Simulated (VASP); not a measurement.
# TeW in VASP: further runs

TeW is run at these levels: PBE; tasks: single point.

All numbers are computed with VASP 6.6.1; they aren't measurements. Logs are shortened: lines on timing, memory, paths and dates and some standing lists are left out, and cuts for length are marked.

## (1) The cell of the first run

The typed cell holds 2 atoms: a = 3.796 Å, b = 3.796 Å, c = 3.381 Å, α = 90.00°, β = 90.00°, γ = 120.00°.

The cell was built from a structure type or drawn by symmetry, and may not be a known phase.

## (2) Single point, PBE

File INCAR:

```
SYSTEM = TeW
  PREC = Accurate
  ENCUT = 500
  EDIFF = 1E-6
  ISMEAR = 0
  SIGMA = 0.2
  LREAL = .FALSE.
  LASPH = .TRUE.
  NELM = 120
  ALGO = Normal
  ISIF = 2
  LWAVE = .FALSE.
  LCHARG = .FALSE.
  GGA = PE
  NBANDS = 17
  GGA_COMPAT = .FALSE.
```

File KPOINTS:

```
Automatic mesh
0
G
  5 5 5
  0 0 0
```

File POSCAR:

```
TeW
1.0
    3.7956084396      0.0000000026      0.0000000000
   -1.8978042221      3.2870933302      0.0000000000
    0.0000000000      0.0000000000      3.3812552524
Te W
1 1
Direct
    0.3333333333      0.6666666667      0.1284439975
    0.6666666667      0.3333333333      0.6282113625
```

Potentials or basis: VASP PAW PBE potentials, release 64 (Te, W_sv).

Run with:

```console
> cat potpaw_PBE.64/Te/POTCAR potpaw_PBE.64/W_sv/POTCAR > POTCAR
> mpirun -np 1 vasp_std > vasp.out
```

OUTCAR:

```text
SYSTEM = TeW
   PREC = Accurate
   ENCUT = 500
   EDIFF = 1E-6
   ISMEAR = 0
   LREAL = .FALSE.
   LASPH = .TRUE.
   NELM = 120
   ISIF = 2
   GGA = PE

 ion  position               nearest neighbor table
   1  0.333  0.667  0.128-   2 2.77   2 2.77   2 2.77   2 2.77   2 2.77   2 2.77
   2  0.667  0.333  0.628-   1 2.77   1 2.77   1 2.77   1 2.77   1 2.77   1 2.77

  LATTYP: Found a hexagonal cell.
 ALAT       =     3.7956084396
 C/A-ratio  =     0.8908335267

  Lattice vectors:

 A1 = (   3.7956084396,   0.0000000026,   0.0000000000)
 A2 = (  -1.8978042221,   3.2870933302,   0.0000000000)
 A3 = (   0.0000000000,   0.0000000000,   3.3812552524)

Analysis of symmetry for initial positions (statically):
=====================================================================
 Subroutine PRICEL returns:
 Original cell was already a primitive cell.

 Routine SETGRP: Setting up the symmetry group for a
 hexagonal supercell.

 Subroutine GETGRP returns: Found  6 space group operations
 (whereof  6 operations were pure point group operations)
 out of a pool of 24 trial point group operations.

The static configuration has the point symmetry C_3v.

Analysis of symmetry for dynamics (positions and initial velocities):
=====================================================================
 Subroutine PRICEL returns:
 Original cell was already a primitive cell.

 Routine SETGRP: Setting up the symmetry group for a
 hexagonal supercell.

 Subroutine GETGRP returns: Found  6 space group operations
 (whereof  6 operations were pure point group operations)
 out of a pool of 24 trial point group operations.

The dynamic configuration has the point symmetry C_3v.

 Subroutine INISYM returns: Found  6 space group operations
 (whereof  6 operations are pure point group operations),
 and found     1 'primitive' translations

----------------------------------------------------------------------------------------

                                     Primitive cell

  volume of cell :      42.1863

  direct lattice vectors                    reciprocal lattice vectors
     3.795608440  0.000000003  0.000000000     0.263462371  0.152110071  0.000000000
    -1.897804222  3.287093330  0.000000000    -0.000000000  0.304220142  0.000000000
     0.000000000  0.000000000  3.381255252     0.000000000  0.000000000  0.295748154

  length of vectors
     3.795608440  3.795608440  3.381255252     0.304220142  0.304220142  0.295748154

  position of ions in fractional coordinates (direct lattice)
[... 73 lines left out ...]
   EDIFF  = 0.1E-05   stopping-criterion for ELM
   LREAL  =      F    real-space projection
   EDIFFG = 0.1E-04   stopping-criterion for IOM
   NSW    =      0    number of steps for IOM
   IBRION =     -1    ionic relax: 0-MD 1-quasi-New 2-CG
   NFREE  =      0    steps in history (QN), initial steepest desc. (CG)
   ISIF   =      2    stress and relaxation
   ISYM   =      2    0-nonsym 1-usesym 2-fastsym
   POTIM  = 0.5000    time-step for ionic-motion
   TEBEG  =    0.0;   TEEND  =   0.0 temperature during run
   PSTRESS=    0.0 pullay stress
   NELECT =      20.0000    total number of electrons
   NUPDOWN=      -1.0000    fix difference up-down
   EMIN   =  10.00;   EMAX   =-10.00  energy-range for DOS
   EFERMI =   0.00;   METHOD = LEGACY
   ISMEAR =     0;   SIGMA  =   0.20  broadening in eV -4-tet -1-fermi 0-gaus
   EFERMI_NEDOS =   21; number of points for ismear=-14 and -15
   IALGO  =     38    algorithm
   IMIX   =      4    mixing-type and parameters
     AMIX     =   0.40;   BMIX     =  1.00
     AMIX_MAG =   1.60;   BMIX_MAG =  1.00
  volume/ion in A,a.u.               =      21.09       142.34
  Fermi-wavevector in a.u.,A,eV,Ry     =   1.276520  2.412273 22.170746  1.629504
  Thomas-Fermi vector in A             =   2.409172
   LORBIT       =      0    0 simple, 1 ext, 2 COOP (PROOUT), +10 PAW based schemes
   GGA     = PE    functional components
   LHFCALC =     F    Hartree Fock is set to
   AEXX    =    0.0000 exact exchange contribution
   IVDW    =     0    specifies the selected vdW correction
   LEPSILON=     F    determine dielectric tensor
   LRPA    =     F    only Hartree local field effects (RPA)
 non-spin polarized calculation
 Gauss-broadening in eV      SIGMA  =   0.20
  energy-cutoff  :      500.00
  volume of cell :       42.19
 maximum number of plane-waves:      1083
 NGX is ok and might be reduce to    28
   NGX = 13   NGY = 13   NGZ = 13

 number of electron      19.9999999 magnetization

 Free energy of the ion-electron system (eV)
  ---------------------------------------------------
  ext. energy  EPLUGINS =         0.00000000
  ---------------------------------------------------
  free energy    TOTEN  =       -14.04874920 eV

  energy without entropy =      -14.00702469  energy(sigma->0) =      -14.02788695

 E-fermi :  10.7086     XC(G=0): -11.5909

 val. band max:       10.5575950202   @ k =   0.2000   0.2000   0.0000
 cond. band min:      10.7180816083   @ k =   0.4000  -0.0000   0.4000
 fundamental gap:      0.1604865881
 Fermi energy:        10.7086383527

 k-point     1 :       0.0000    0.0000    0.0000
  band No.  band energies     occupation
      1     -63.6978      2.00000
      2     -28.0434      2.00000
      3     -27.8899      2.00000
      4     -27.8899      2.00000
      5      -4.3243      2.00000
      6       6.4128      2.00000
[... 357 lines left out ...]
      4     -27.8991      2.00000
      5      -1.7740      2.00000
      6       3.9753      2.00000
[... 9 lines left out ...]
     16      17.5221      0.00000
     17      20.8577      0.00000

------------------------ aborting loop because EDIFF is reached ----------------------------------------

  FORCE on cell =-STRESS in cart. coord.  units (eV):
  Direction    XX          YY          ZZ          XY          YZ          ZX
  --------------------------------------------------------------------------------------
  -------------------------------------------------------------------------------------
  Total       -0.1314280     -0.1314280      0.0944863      0.0000000     -0.0000000      0.0000000
  in kB       -4.9914529     -4.9914529      3.5884584      0.0000000     -0.0000000      0.0000000
  external PRESSURE =      -2.1314825 kB  Pullay stress =       0.0000000 kB

 VOLUME and BASIS-vectors are now :
 -----------------------------------------------------------------------------
  energy-cutoff  :      500.00
  volume of cell :       42.19
      direct lattice vectors                 reciprocal lattice vectors
     3.795608440  0.000000003  0.000000000     0.263462371  0.152110071  0.000000000
    -1.897804222  3.287093330  0.000000000    -0.000000000  0.304220142  0.000000000
     0.000000000  0.000000000  3.381255252     0.000000000  0.000000000  0.295748154

 POSITION                                       TOTAL-FORCE (eV/Angst)
 -----------------------------------------------------------------------------------
     -0.00000      2.19140      0.43430         0.000000     -0.000000     -0.005518
      1.89780      1.09570      2.12414        -0.000000      0.000000      0.005518
 -----------------------------------------------------------------------------------
    total drift:                               -0.000000      0.000000     -0.000026

  FREE ENERGIE OF THE ION-ELECTRON SYSTEM (eV)
  ---------------------------------------------------
  free  energy   TOTEN  =       -14.0487491999 eV

  energy  without entropy=      -14.0070246934  energy(sigma->0) =      -14.02788695
```

OSZICAR:

```text
N       E                     dE             d eps       ncg     rms          rms(c)
DAV:   1     0.154046411403E+03    0.15405E+03   -0.11436E+04   686   0.114E+03
DAV:   2    -0.967057162438E+01   -0.16372E+03   -0.16023E+03   787   0.316E+02
DAV:   3    -0.142975786367E+02   -0.46270E+01   -0.45879E+01   767   0.527E+01
DAV:   4    -0.143508307789E+02   -0.53252E-01   -0.53234E-01   776   0.609E+00
DAV:   5    -0.143518910287E+02   -0.10602E-02   -0.10602E-02   747   0.857E-01    0.150E+01
DAV:   6    -0.140882988379E+02    0.26359E+00   -0.80331E-01   674   0.692E+00    0.636E+00
DAV:   7    -0.140541162839E+02    0.34183E-01   -0.42137E-02   681   0.134E+00    0.254E+00
DAV:   8    -0.140488013792E+02    0.53149E-02   -0.13570E-02   732   0.777E-01    0.169E-01
DAV:   9    -0.140487147233E+02    0.86656E-04   -0.53271E-04   696   0.174E-01    0.888E-02
DAV:  10    -0.140487475100E+02   -0.32787E-04   -0.11608E-04   708   0.917E-02    0.283E-02
DAV:  11    -0.140487493252E+02   -0.18152E-05   -0.66769E-06   776   0.211E-02    0.461E-03
DAV:  12    -0.140487491999E+02    0.12522E-06   -0.54963E-07   499   0.525E-03
   1 F= -.14048749E+02 E0= -.14027887E+02  d E =-.417245E-01
```

stdout:

```text
POSCAR found type information on POSCAR TeW
 POSCAR found :  2 types and       2 ions
 scaLAPACK will be used
 LDA part: xc-table for (Slater+PW92), standard interpolation
 POSCAR, INCAR and KPOINTS ok, starting setup
 FFT: planning ... GRIDC
 FFT: planning ... GRID_SOFT
 FFT: planning ... GRID
 WAVECAR not read
 entering main loop
```

Run time: 10 s. Hardware: 1 thread of Intel Xeon Platinum 8259CL at 2.50GHz (Skylake/Cascade Lake), shared host; peak memory 0.16 GiB.

What came out:

* Free energy: -14.0487 eV
* Pressure: -0.2 GPa
* Largest force: 0.006 eV/Å
* Band gap on the k mesh: zero (bands 10 and 11 overlap by 1.37 eV)

Forces on the atoms (eV/Å):
```
Te   0.000  0.000 -0.006
W    0.000  0.000  0.006
```

Stress tensor (GPa, compression positive):
```
-0.50  0.00  0.00
 0.00 -0.50  0.00
 0.00  0.00  0.36
```

Caveat: the k points lie up to 0.38 Å⁻¹ apart, too coarse for converged energies and pressures of a metal; spin-orbit coupling is left out, which moves the levels of the heavy elements.

## (3) Single point, PBE

This run uses another cell than the first one, of 19.73 Å³/atom.

File INCAR:

```
PREC     = Accurate       # precision mode
ENCUT    = 500            # plane-wave cutoff, eV
EDIFF    = 1E-6           # SCF threshold, eV
ISMEAR   = 0              # smearing method
SIGMA    = 0.2            # smearing width, eV
LREAL    = F              # projectors in reciprocal space
LASPH    = T              # aspherical terms in the spheres
NELM     = 120            # most SCF steps
ALGO     = Normal         # electronic algorithm
ISIF     = 2              # what is computed and relaxed
LWAVE    = F              # write WAVECAR
LCHARG   = T              # write CHGCAR
GGA      = PE             # functional
LELF     = T              # ELF
LVHAR    = T            
NBANDS   = 17             # bands
GGA_COMPAT= F
```

File KPOINTS:

```
regular mesh
0
Gamma
  6 6 4
```

File POSCAR:

```
TeW
1.0
    3.3358514629      0.0000000000      0.0000000000
   -1.6679257315      2.8889321101      0.0000000000
    0.0000000000      0.0000000000      4.0944530399
Te W
1 1
Direct
    0.0000000000      0.0000000000      0.0000000000
    0.3333333333      0.6666666667      0.5000000000
```

Potentials or basis: VASP PAW PBE potentials, release 64 (Te, W_sv).

Run with:

```console
> cat potpaw_PBE.64/Te/POTCAR potpaw_PBE.64/W_sv/POTCAR > POTCAR
> mpirun -np 1 vasp_std > vasp.out
```

It took 9 s on 1 thread of Intel Xeon Platinum 8259CL at 2.50GHz (Skylake/Cascade Lake), shared host; peak memory 0.15 GiB.

The run converged. Its results:

```
Free energy            : -14.2857 eV
Pressure               : -0.1 GPa
Band gap on the k mesh : zero (bands 10 and 11 overlap by 1.65 eV)
```

Levels at points of the mesh, in eV from the Fermi level:
| k point | band 7 | band 8 | band 9 | band 10 | band 11 | band 12 | band 13 | band 14 |
| --- | --- | --- | --- | --- | --- | --- | --- | --- |
| (0.00, 0.00, 0.00) | -4.37 | -2.23 | -2.23 | 0.08 | 0.08 | 2.81 | 2.98 | 2.98 |
| (0.50, 0.00, 0.00) | -5.25 | -3.31 | -1.47 | -0.53 | 1.85 | 2.10 | 2.16 | 3.05 |
| (0.00, 0.00, 0.50) | -1.52 | -1.39 | -1.39 | -1.24 | -1.24 | 2.76 | 2.76 | 6.86 |
| (0.50, 0.00, 0.50) | -6.16 | -3.56 | -2.49 | -0.67 | 1.51 | 1.81 | 3.20 | 4.26 |

Caveat: the k points lie up to 0.38 Å⁻¹ apart, too coarse for converged energies and pressures of a metal; spin-orbit coupling is left out, which moves the levels of the heavy elements.

## (4) Single point, PBE

This run uses another cell than the first one, of 19.69 Å³/atom.

File INCAR:

```
SYSTEM = TeW
PREC = Accurate
ENCUT = 500
EDIFF = 1E-6
ISMEAR = 0
SIGMA = 0.2
LREAL = .FALSE.
LASPH = .TRUE.
NELM = 120
ALGO = Normal
ISIF = 2
LWAVE = .FALSE.
LCHARG = .FALSE.
GGA = PE
NBANDS = 17
GGA_COMPAT = .FALSE.
```

File KPOINTS:

```
Automatic mesh
0
G
  6 6 5
  0 0 0
```

File POSCAR:

```
TeW
1.0
    3.3180475468      0.0000000024      0.0000000000
   -1.6590237754      2.8735134653      0.0000000000
    0.0000000000      0.0000000000      4.1296424269
Te W
1 1
Direct
    0.6666666667      0.3333333333      0.5000000000
    0.0000000000      0.0000000000      0.0000000000
```

Run with:

```console
> cat potpaw_PBE.64/Te/POTCAR potpaw_PBE.64/W_sv/POTCAR > POTCAR
> mpirun -np 1 vasp_std > vasp.out
```

Run time: 8.3 s. Hardware: 1 thread of Intel Xeon Platinum 8259CL at 2.50GHz (Skylake/Cascade Lake), shared host; peak memory 0.15 GiB.

It converged, with:

| Item | Value |
| --- | --- |
| Free energy | -14.2571 eV |
| Pressure | 0.0 GPa |
| Band gap on the k mesh | zero (bands 10 and 11 overlap by 1.08 eV) |

Levels at points of the mesh, in eV from the Fermi level:
| k point | band 7 | band 8 | band 9 | band 10 | band 11 | band 12 | band 13 | band 14 |
| --- | --- | --- | --- | --- | --- | --- | --- | --- |
| (0.00, 0.00, 0.00) | -4.43 | -2.12 | -2.12 | 0.17 | 0.17 | 2.81 | 3.05 | 3.05 |
| (0.50, 0.00, 0.00) | -5.26 | -3.29 | -1.35 | -0.47 | 1.96 | 2.06 | 2.21 | 3.07 |

Caveat: the k points lie up to 0.36 Å⁻¹ apart, too coarse for converged energies and pressures of a metal; spin-orbit coupling is left out, which moves the levels of the heavy elements.

## (5) Single point, PBE

This run uses another cell than the first one, of 19.68 Å³/atom.

File INCAR:

```
ALGO     = Normal         # electronic algorithm
EDIFF    = 1E-6           # SCF threshold, eV
ENCUT    = 500            # plane-wave cutoff, eV
GGA      = PE             # functional
GGA_COMPAT= False        
ISIF     = 2              # what is computed and relaxed
ISMEAR   = 0              # smearing method
LASPH    = True           # aspherical terms in the spheres
LCHARG   = False          # write CHGCAR
LREAL    = False          # projectors in reciprocal space
LWAVE    = False          # write WAVECAR
NBANDS   = 17             # bands
NELM     = 120            # most SCF steps
PREC     = Accurate       # precision mode
SIGMA    = 0.2            # smearing width, eV
```

File KPOINTS:

```
k-points
0
Gamma
  7 7 4
```

File POSCAR:

```
TeW
1.0
    3.3253172048      0.0000000000      0.0000000000
   -1.6626586024      2.8798091750      0.0000000000
    0.0000000000      0.0000000000      4.1107170579
Te W
1 1
Direct
    0.0000000000      0.0000000000      0.5000000000
    0.6666666667      0.3333333333      0.0000000000
```

Run with:

```console
> cat potpaw_PBE.64/Te/POTCAR potpaw_PBE.64/W_sv/POTCAR > POTCAR
> mpirun -np 1 vasp_std > vasp.out
```

It took 9.1 s on 1 thread of Intel Xeon Platinum 8259CL at 2.50GHz (Skylake/Cascade Lake), shared host; peak memory 0.15 GiB.

It converged, with:

| Item | Value |
| --- | --- |
| Free energy | -14.2821 eV |
| Pressure | 0.2 GPa |
| Band gap on the k mesh | zero (bands 10 and 11 overlap by 1.74 eV) |

Levels at points of the mesh, in eV from the Fermi level:
| k point | band 8 | band 9 | band 10 | band 11 | band 12 | band 13 |
| --- | --- | --- | --- | --- | --- | --- |
| (0.00, 0.00, 0.00) | -2.10 | -2.10 | 0.17 | 0.17 | 2.86 | 3.09 |
| (0.00, 0.00, 0.50) | -1.27 | -1.27 | -1.13 | -1.13 | 2.89 | 2.89 |

Caveat: the k points lie up to 0.38 Å⁻¹ apart, too coarse for converged energies and pressures of a metal; spin-orbit coupling is left out, which moves the levels of the heavy elements.

## (6) Overview

| cell | k mesh | gap on the mesh (eV) | pressure (GPa) |
| --- | --- | --- | --- |
| a = 3.796, b = 3.796, c = 3.381 Å, angles 90.0, 90.0, 120.0°, 2 atoms | 5 × 5 × 5 | none | -0.2 |
| a = 3.336, b = 3.336, c = 4.094 Å, angles 90.0, 90.0, 120.0°, 2 atoms | 6 × 6 × 4 | none | -0.1 |
| a = 3.318, b = 3.318, c = 4.130 Å, angles 90.0, 90.0, 120.0°, 2 atoms | 6 × 6 × 5 | none | 0.0 |
| a = 3.325, b = 3.325, c = 4.111 Å, angles 90.0, 90.0, 120.0°, 2 atoms | 7 × 7 × 4 | none | 0.2 |

Alike in all rows: task single point; level PBE; potentials or basis VASP PAW PBE potentials, release 64 (Te, W_sv); no spin polarisation; cutoff (eV) 500; smearing gaussian 0.2 eV.

Caveats: all runs use coarse meshes; spin-orbit coupling is left out, which moves the levels of the heavy elements.

Total energies depend on the potentials used, so only differences within one code and one set of settings carry meaning.
